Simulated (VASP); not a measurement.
# TePb (Fm-3m) in VASP: notebook

Runs on TePb. Level: PBEsol. Tasks: single point.

All numbers are computed with VASP 6.6.1; they aren't measurements. Logs are shortened: lines on timing, memory, paths and dates and some standing lists are left out, and cuts for length are marked.

## Step 1: The cell of the first run

Symmetry: Fm-3m, No. 225, cubic system. The conventional cell has a = 6.630 Å, b = 6.630 Å, c = 6.630 Å, α = 90.00°, β = 90.00°, γ = 90.00°. Within 4.4 Å of Te (site symmetry m-3m) lie 6 Pb at 3.31 Å. Pb (site symmetry m-3m) has 6 Te at 3.31 Å within 4.4 Å.

## Step 2: Single point, PBEsol

File INCAR:

```
PREC = Accurate
ENCUT = 520
EDIFF = 1E-6
ISMEAR = 0
SIGMA = 0.01
LREAL = False
LASPH = True
NELM = 100
ALGO = Normal
ISIF = 2
LWAVE = False
LCHARG = False
GGA = PS
NBANDS = 17
```

File KPOINTS:

```
regular mesh
0
Gamma
  6 6 6
```

File POSCAR:

```
TePb
1.0
    0.0000000000      3.3149593702      3.3149593702
    3.3149593702      0.0000000000      3.3149593702
    3.3149593702      3.3149593702      0.0000000000
Te Pb
1 1
Direct
    0.5000000000      0.5000000000      0.5000000000
    0.0000000000      0.0000000000      0.0000000000
```

Potentials or basis: VASP PAW PBE potentials, release 64 (Te, Pb_d).

Run with:

```
> cat potpaw_PBE.64/Te/POTCAR potpaw_PBE.64/Pb_d/POTCAR > POTCAR
> mpirun -np 1 vasp_std > vasp.out
```

OUTCAR:

```text
PREC = Accurate
   ENCUT = 520
   EDIFF = 1E-6
   ISMEAR = 0
   LREAL = False
   LASPH = True
   NELM = 100
   ISIF = 2
   GGA = PS

 ion  position               nearest neighbor table
   1  0.500  0.500  0.500-   2 3.31   2 3.31   2 3.31   2 3.31   2 3.31   2 3.31
   2  0.000  0.000  0.000-   1 3.31   1 3.31   1 3.31   1 3.31   1 3.31   1 3.31

  LATTYP: Found a face centered cubic cell.
 ALAT       =     6.6299187404

  Lattice vectors:

 A1 = (   0.0000000000,   3.3149593702,   3.3149593702)
 A2 = (   3.3149593702,   0.0000000000,   3.3149593702)
 A3 = (   3.3149593702,   3.3149593702,   0.0000000000)

Analysis of symmetry for initial positions (statically):
=====================================================================
 Subroutine PRICEL returns:
 Original cell was already a primitive cell.

 Routine SETGRP: Setting up the symmetry group for a
 face centered cubic supercell.

 Subroutine GETGRP returns: Found 48 space group operations
 (whereof 48 operations were pure point group operations)
 out of a pool of 48 trial point group operations.

The static configuration has the point symmetry O_h .

Analysis of symmetry for dynamics (positions and initial velocities):
=====================================================================
 Subroutine PRICEL returns:
 Original cell was already a primitive cell.

 Routine SETGRP: Setting up the symmetry group for a
 face centered cubic supercell.

 Subroutine GETGRP returns: Found 48 space group operations
 (whereof 48 operations were pure point group operations)
 out of a pool of 48 trial point group operations.

The dynamic configuration has the point symmetry O_h .

 Subroutine INISYM returns: Found 48 space group operations
 (whereof 48 operations are pure point group operations),
 and found     1 'primitive' translations

----------------------------------------------------------------------------------------

                                     Primitive cell

  volume of cell :      72.8559

  direct lattice vectors                    reciprocal lattice vectors
     0.000000000  3.314959370  3.314959370    -0.150831411  0.150831411  0.150831411
     3.314959370  0.000000000  3.314959370     0.150831411 -0.150831411  0.150831411
     3.314959370  3.314959370  0.000000000     0.150831411  0.150831411 -0.150831411

  length of vectors
     4.688060500  4.688060500  4.688060500     0.261247668  0.261247668  0.261247668

  position of ions in fractional coordinates (direct lattice)
     0.500000000  0.500000000  0.500000000
     0.000000000  0.000000000  0.000000000

  ion indices of the primitive-cell ions
[... 67 lines left out ...]
   LREAL  =      F    real-space projection
   EDIFFG = 0.1E-04   stopping-criterion for IOM
   NSW    =      0    number of steps for IOM
   IBRION =     -1    ionic relax: 0-MD 1-quasi-New 2-CG
   NFREE  =      0    steps in history (QN), initial steepest desc. (CG)
   ISIF   =      2    stress and relaxation
   ISYM   =      2    0-nonsym 1-usesym 2-fastsym
   POTIM  = 0.5000    time-step for ionic-motion
   TEBEG  =    0.0;   TEEND  =   0.0 temperature during run
   PSTRESS=    0.0 pullay stress
   NELECT =      20.0000    total number of electrons
   NUPDOWN=      -1.0000    fix difference up-down
   EMIN   =  10.00;   EMAX   =-10.00  energy-range for DOS
   EFERMI =   0.00;   METHOD = LEGACY
   ISMEAR =     0;   SIGMA  =   0.01  broadening in eV -4-tet -1-fermi 0-gaus
   EFERMI_NEDOS =   21; number of points for ismear=-14 and -15
   IALGO  =     38    algorithm
   IMIX   =      4    mixing-type and parameters
     AMIX     =   0.40;   BMIX     =  1.00
     AMIX_MAG =   1.60;   BMIX_MAG =  1.00
  volume/ion in A,a.u.               =      36.43       245.83
  Fermi-wavevector in a.u.,A,eV,Ry     =   1.063971  2.010614 15.402273  1.132035
  Thomas-Fermi vector in A             =   2.199474
   LORBIT       =      0    0 simple, 1 ext, 2 COOP (PROOUT), +10 PAW based schemes
   GGA     = PS    functional components
   LHFCALC =     F    Hartree Fock is set to
   AEXX    =    0.0000 exact exchange contribution
   IVDW    =     0    specifies the selected vdW correction
   LEPSILON=     F    determine dielectric tensor
   LRPA    =     F    only Hartree local field effects (RPA)
 non-spin polarized calculation
 Gauss-broadening in eV      SIGMA  =   0.01
  energy-cutoff  :      520.00
  volume of cell :       72.86
 maximum number of plane-waves:      1980
   NGX = 17   NGY = 17   NGZ = 17

 number of electron      19.9999997 magnetization

 Free energy of the ion-electron system (eV)
  ---------------------------------------------------
  ext. energy  EPLUGINS =         0.00000000
  ---------------------------------------------------
  free energy    TOTEN  =        -8.19659549 eV

  energy without entropy =       -8.19659549  energy(sigma->0) =       -8.19659549

 E-fermi :   4.6054     XC(G=0):  -9.1314

 val. band max:        4.4970031879   @ k =   0.5000   0.0000   0.0000
 cond. band min:       5.3098535265   @ k =   0.5000   0.0000   0.0000
 fundamental gap:      0.8128503386
 Fermi energy:         4.6053670497

 k-point     1 :       0.0000    0.0000    0.0000
  band No.  band energies     occupation
      1     -12.0155      2.00000
      2     -12.0155      2.00000
      3     -12.0101      2.00000
      4     -12.0101      2.00000
      5     -12.0101      2.00000
      6      -6.9200      2.00000
[... 297 lines left out ...]
      4     -11.9977      2.00000
      5     -11.9909      2.00000
      6      -5.3961      2.00000
[... 9 lines left out ...]
     16      14.9186      0.00000
     17      15.7176      0.00000

------------------------ aborting loop because EDIFF is reached ----------------------------------------

  FORCE on cell =-STRESS in cart. coord.  units (eV):
  Direction    XX          YY          ZZ          XY          YZ          ZX
  --------------------------------------------------------------------------------------
  -------------------------------------------------------------------------------------
  Total       -1.4594518     -1.4594518     -1.4594518      0.0000000      0.0000000      0.0000000
  in kB      -32.0948772    -32.0948772    -32.0948772      0.0000000      0.0000000      0.0000000
  external PRESSURE =     -32.0948772 kB  Pullay stress =       0.0000000 kB

 VOLUME and BASIS-vectors are now :
 -----------------------------------------------------------------------------
  energy-cutoff  :      520.00
  volume of cell :       72.86
      direct lattice vectors                 reciprocal lattice vectors
     0.000000000  3.314959370  3.314959370    -0.150831411  0.150831411  0.150831411
     3.314959370  0.000000000  3.314959370     0.150831411 -0.150831411  0.150831411
     3.314959370  3.314959370  0.000000000     0.150831411  0.150831411 -0.150831411

 POSITION                                       TOTAL-FORCE (eV/Angst)
 -----------------------------------------------------------------------------------
      3.31496      3.31496      3.31496         0.000000      0.000000     -0.000000
      0.00000      0.00000      0.00000         0.000000      0.000000      0.000000
 -----------------------------------------------------------------------------------
    total drift:                               -0.000000      0.000000      0.000000

  FREE ENERGIE OF THE ION-ELECTRON SYSTEM (eV)
  ---------------------------------------------------
  free  energy   TOTEN  =        -8.1965954934 eV

  energy  without entropy=       -8.1965954934  energy(sigma->0) =       -8.19659549
```

stdout:

```text
POSCAR found type information on POSCAR TePb
 POSCAR found :  2 types and       2 ions
 scaLAPACK will be used
 -----------------------------------------------------------------------------
|                                                                             |
|                                                                             |
|     You enforced a specific xc type in the INCAR file but a different       |
|     I HOPE YOU KNOW WHAT YOU ARE DOING!                                     |
|                                                                             |
 -----------------------------------------------------------------------------

 LDA part: xc-table for (Slater+PW92), standard interpolation
 POSCAR, INCAR and KPOINTS ok, starting setup
 FFT: planning ... GRIDC
 FFT: planning ... GRID_SOFT
 FFT: planning ... GRID
 WAVECAR not read
 entering main loop
```

Wall time 15 s (1 thread of Intel Xeon Platinum 8488C (Sapphire Rapids), shared host); peak memory 0.2 GiB.

Results:

| Quantity | Value |
| --- | --- |
| Free energy | -8.1966 eV |
| Pressure | -3.2 GPa |
| Band gap on the k mesh | 0.81 eV, direct |

Caveat: the PAW data sets were made with another functional, which shifts forces and pressure a little; spin-orbit coupling is left out, which moves the levels of the heavy elements. A k mesh can miss the band edges.

## Step 3: Single point, PBEsol

This run uses another cell than the first one, of 37.78 Å³/atom, 1.037 times its volume.

File INCAR:

```
SYSTEM = TePb
ALGO = Normal
EDIFF = 1E-7
ENCUT = 520
GGA = PS
ISIF = 2
ISMEAR = 0
LASPH = .True.
LCHARG = .False.
LREAL = .False.
LWAVE = .False.
NBANDS = 17
NELM = 60
PREC = Accurate
SIGMA = 0.01
```

File KPOINTS:

```
k-points
0
Gamma
  6 6 6
  0 0 0
```

File POSCAR:

```
TePb
1.0
    0.0000000000      3.3553896886      3.3553896886
    3.3553896886      0.0000000000      3.3553896886
    3.3553896886      3.3553896886      0.0000000000
Te Pb
1 1
Direct
    0.5000000000      0.5000000000      0.5000000000
    0.0000000000      0.0000000000      0.0000000000
```

Potentials or basis: VASP PAW PBE potentials, release 64 (Te, Pb_d).

Run with:

```
> cat potpaw_PBE.64/Te/POTCAR potpaw_PBE.64/Pb_d/POTCAR > POTCAR
> mpirun -np 1 vasp_std > vasp.out
```

Run time: 15 s. Hardware: 1 thread of Intel Xeon Platinum 8488C (Sapphire Rapids), shared host; peak memory 0.2 GiB.

Results (log left out):

```yaml
Free_energy: -8.1347 eV
Pressure: -4.2 GPa
Band_gap_on_the_k_mesh: 0.87 eV, direct
```

Levels at points of the mesh, in eV from the valence-band top:
```csv
k point,band 7,band 8,band 9,band 10,band 11,band 12,band 13,band 14
"(0.00, 0.00, 0.00)",-5.88,-0.92,-0.92,-0.92,3.92,3.92,3.92,6.00
"(0.50, 0.00, 0.00)",-8.07,-0.53,-0.53,0.00,0.87,1.50,1.50,8.15
"(0.50, 0.50, 0.00)",-7.15,-3.67,-2.18,-2.18,3.68,5.06,5.06,6.06
```

Caveat: the PAW data sets were made with another functional, which shifts forces and pressure a little; spin-orbit coupling is left out, which moves the levels of the heavy elements. A k mesh can miss the band edges.
